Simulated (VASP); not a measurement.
# BiIr (zincblende type) (F-43m) in VASP: further runs, part 2 of 2

VASP 6.6.1.

### 5 Single point, PBEsol (volume scaled by 0.6)

INCAR

```
PREC = Accurate
ENCUT = 520
EDIFF = 1E-6
ISMEAR = -1
SIGMA = 0.1
LREAL = False
LASPH = True
NELM = 100
ALGO = Normal
ISIF = 2
LWAVE = False
LCHARG = False
GGA = PS
NBANDS = 19
```

KPOINTS

```
regular mesh
0
Gamma
  12 12 12
```

POSCAR

```
BiIr
1.0
    0.0000000000      2.5504884986      2.5504884986
    2.5504884986      0.0000000000      2.5504884986
    2.5504884986      2.5504884986      0.0000000000
Ir Bi
1 1
Direct
    0.0000000000      0.0000000000      0.0000000000
    0.2500000000      0.2500000000      0.2500000000
```

Potentials or basis: VASP PAW PBE potentials, release 64 (Ir, Bi_d).

The run is started by

```console
> cat potpaw_PBE.64/Ir/POTCAR potpaw_PBE.64/Bi_d/POTCAR > POTCAR
> mpirun -np 1 vasp_std > vasp.out
```

OUTCAR:

```text
PREC = Accurate
   ENCUT = 520
   EDIFF = 1E-6
   ISMEAR = -1
   LREAL = False
   LASPH = True
   NELM = 100
   ISIF = 2
   GGA = PS

 ion  position               nearest neighbor table
   1  0.000  0.000  0.000-   2 2.21   2 2.21   2 2.21   2 2.21
   2  0.250  0.250  0.250-   1 2.21   1 2.21   1 2.21   1 2.21

  LATTYP: Found a face centered cubic cell.
 ALAT       =     5.1009769972

  Lattice vectors:

 A1 = (   0.0000000000,   2.5504884986,   2.5504884986)
 A2 = (   2.5504884986,   0.0000000000,   2.5504884986)
 A3 = (   2.5504884986,   2.5504884986,   0.0000000000)

Analysis of symmetry for initial positions (statically):
=====================================================================
 Subroutine PRICEL returns:
 Original cell was already a primitive cell.

 Routine SETGRP: Setting up the symmetry group for a
 face centered cubic supercell.

 Subroutine GETGRP returns: Found 24 space group operations
 (whereof 24 operations were pure point group operations)
 out of a pool of 48 trial point group operations.

The static configuration has the point symmetry T_d .

[... 151 lines left out ...]
 Free energy of the ion-electron system (eV)
  ---------------------------------------------------
  ext. energy  EPLUGINS =         0.00000000
  ---------------------------------------------------
  free energy    TOTEN  =        -5.20798831 eV

  energy without entropy =       -5.18371744  energy(sigma->0) =       -5.19585288

 E-fermi :  12.9049     XC(G=0): -13.0538

 val. band max:       12.9028441580   @ k =  -0.4167   0.3333   0.1667
 cond. band min:      12.9482126058   @ k =   0.4167   0.2500   0.0833
 fundamental gap:      0.0453684478
 Fermi energy:        12.9049449264

 k-point     1 :       0.0000    0.0000    0.0000
  band No.  band energies     occupation
      1     -11.0637      2.00000
      2     -11.0637      2.00000
      3     -11.0637      2.00000
      4     -11.0149      2.00000
      5     -11.0149      2.00000
      6      -3.3025      2.00000
[... 505 lines left out ...]
      6      -0.6811      2.00000
[... 11 lines left out ...]
     18      25.8745      0.00000
     19      27.8262      0.00000

 [... further k-points ...]
[... 5 lines left out ...]
  --------------------------------------------------------------------------------------
  -------------------------------------------------------------------------------------
  Total       35.8597579     35.8597579     35.8597579      0.0000000      0.0000000     -0.0000000
  in kB     1731.4814030   1731.4814030   1731.4814030      0.0000000      0.0000000     -0.0000000
  external PRESSURE =    1731.4814030 kB  Pullay stress =       0.0000000 kB

 VOLUME and BASIS-vectors are now :
 -----------------------------------------------------------------------------
  energy-cutoff  :      520.00
  volume of cell :       33.18
      direct lattice vectors                 reciprocal lattice vectors
     0.000000000  2.550488499  2.550488499    -0.196040876  0.196040876  0.196040876
     2.550488499  0.000000000  2.550488499     0.196040876 -0.196040876  0.196040876
     2.550488499  2.550488499  0.000000000     0.196040876  0.196040876 -0.196040876

 POSITION                                       TOTAL-FORCE (eV/Angst)
 -----------------------------------------------------------------------------------
      0.00000      0.00000      0.00000         0.000000      0.000000     -0.000000
      1.27524      1.27524      1.27524        -0.000000     -0.000000      0.000000
 -----------------------------------------------------------------------------------
    total drift:                                0.000000      0.000000      0.000000

  FREE ENERGIE OF THE ION-ELECTRON SYSTEM (eV)
  ---------------------------------------------------
  free  energy   TOTEN  =        -5.2079883148 eV

  energy  without entropy=       -5.1837174363  energy(sigma->0) =       -5.19585288
```

OSZICAR:

```text
N       E                     dE             d eps       ncg     rms          rms(c)
DAV:   1     0.260866422492E+03    0.26087E+03   -0.12571E+04  2744   0.166E+03
DAV:   2     0.114966870544E+02   -0.24937E+03   -0.24111E+03  2745   0.438E+02
DAV:   3    -0.526627362467E+01   -0.16763E+02   -0.16649E+02  3137   0.124E+02
DAV:   4    -0.567324450399E+01   -0.40697E+00   -0.40675E+00  3519   0.192E+01
DAV:   5    -0.568568563618E+01   -0.12441E-01   -0.12440E-01  3525   0.320E+00    0.272E+01
DAV:   6    -0.535420228033E+01    0.33148E+00   -0.28909E-01  4042   0.660E+00    0.180E+01
DAV:   7    -0.520834031715E+01    0.14586E+00   -0.98518E-02  3644   0.235E+00    0.142E+00
DAV:   8    -0.520808055642E+01    0.25976E-03   -0.45850E-03  3322   0.624E-01    0.122E-01
DAV:   9    -0.520799504110E+01    0.85515E-04   -0.58357E-04  3531   0.224E-01    0.421E-02
DAV:  10    -0.520798790262E+01    0.71385E-05   -0.44628E-05  3553   0.945E-02    0.138E-02
DAV:  11    -0.520798831479E+01   -0.41217E-06   -0.43977E-06  3455   0.277E-02
   1 F= -.52079883E+01 E0= -.51958529E+01  d E =-.242709E-01
```

stdout:

```text
POSCAR found type information on POSCAR IrBi
 POSCAR found :  2 types and       2 ions
 scaLAPACK will be used
 -----------------------------------------------------------------------------
|                                                                             |
|                                                                             |
|     You enforced a specific xc type in the INCAR file but a different       |
|     I HOPE YOU KNOW WHAT YOU ARE DOING!                                     |
|                                                                             |
 -----------------------------------------------------------------------------

 LDA part: xc-table for (Slater+PW92), standard interpolation
 POSCAR, INCAR and KPOINTS ok, starting setup
 FFT: planning ... GRIDC
 FFT: planning ... GRID_SOFT
 FFT: planning ... GRID
 WAVECAR not read
 entering main loop
```

Run time: 23 s. Hardware: 1 thread of Intel Xeon Platinum 8488C (Sapphire Rapids), shared host; peak memory 0.19 GiB.

Results:

| Item | Value |
| --- | --- |
| Free energy | -5.2080 eV |
| Pressure | 173.1 GPa |
| Band gap on the k mesh | zero (band 12 reaches 18.34 eV, above the bottom of band 13 at 11.57 eV) |

Caveat: the PAW data sets were made with another functional, which shifts forces and pressure a little; spin-orbit coupling is left out, which moves the levels of the heavy elements.

### 6 Single point, PBEsol (volume scaled by 0.6)

INCAR

```
SYSTEM = BiIr
  PREC = Accurate
  ENCUT = 520
  EDIFF = 1E-7
  ISMEAR = -1
  SIGMA = 0.1
  LREAL = .False.
  LASPH = .True.
  NELM = 80
  ALGO = Normal
  ISIF = 2
  LWAVE = .False.
  LCHARG = .False.
  GGA = PS
  NBANDS = 19
```

KPOINTS

```
regular mesh
0
Gamma
  12 12 12
  0 0 0
```

POSCAR is that of step 5.

Potentials or basis: VASP PAW PBE potentials, release 64 (Ir, Bi_d).

The run is started by

```console
> cat potpaw_PBE.64/Ir/POTCAR potpaw_PBE.64/Bi_d/POTCAR > POTCAR
> mpirun -np 1 vasp_std > vasp.out
```

Run time: 33 s. Hardware: 1 thread of Intel Xeon Platinum 8488C (Sapphire Rapids), shared host; peak memory 0.19 GiB.

The run converged. Its results:

| Quantity | Value |
| --- | --- |
| Free energy | -5.2080 eV |
| Pressure | 173.2 GPa |
| Band gap on the k mesh | zero (band 12 reaches 18.34 eV, above the bottom of band 13 at 11.57 eV) |

Levels at points of the mesh, in eV from the Fermi level:
```tsv
k point	band 8	band 9	band 10	band 11	band 12	band 13	band 14	band 15	band 16	band 17
(0.00, 0.00, 0.00)	-6.30	-6.30	-3.13	-3.13	4.88	8.13	8.13	8.13	9.39	10.09
(0.50, 0.00, 0.00)	-5.79	-5.79	-3.09	-3.09	-2.40	4.38	4.38	5.00	11.13	11.57
(0.50, 0.50, 0.00)	-3.93	-3.63	-3.63	-3.60	-1.45	-0.81	-0.81	6.87	7.95	16.52
```

Caveat: the PAW data sets were made with another functional, which shifts forces and pressure a little; spin-orbit coupling is left out, which moves the levels of the heavy elements.

### 7 Overview

```tsv
cell	gap on the mesh (eV)	pressure (GPa)
a = 4.276 Å, angles 60.0°, 2 atoms	none	0.1
a = 3.277 Å, angles 60.0°, 2 atoms	none	499.3
a = 3.607 Å, angles 60.0°, 2 atoms	none	173.2
```

Alike in all rows: task single point; level PBEsol; potentials or basis VASP PAW PBE potentials, release 64 (Ir, Bi_d); no spin polarisation; k mesh 12 × 12 × 12; cutoff (eV) 520; smearing fermi-dirac 0.1 eV.

Caveats: the PAW data sets were made with another functional, which shifts forces and pressure a little; spin-orbit coupling is left out, which moves the levels of the heavy elements.

Total energies depend on the potentials used, so only differences within one code and one set of settings carry meaning.
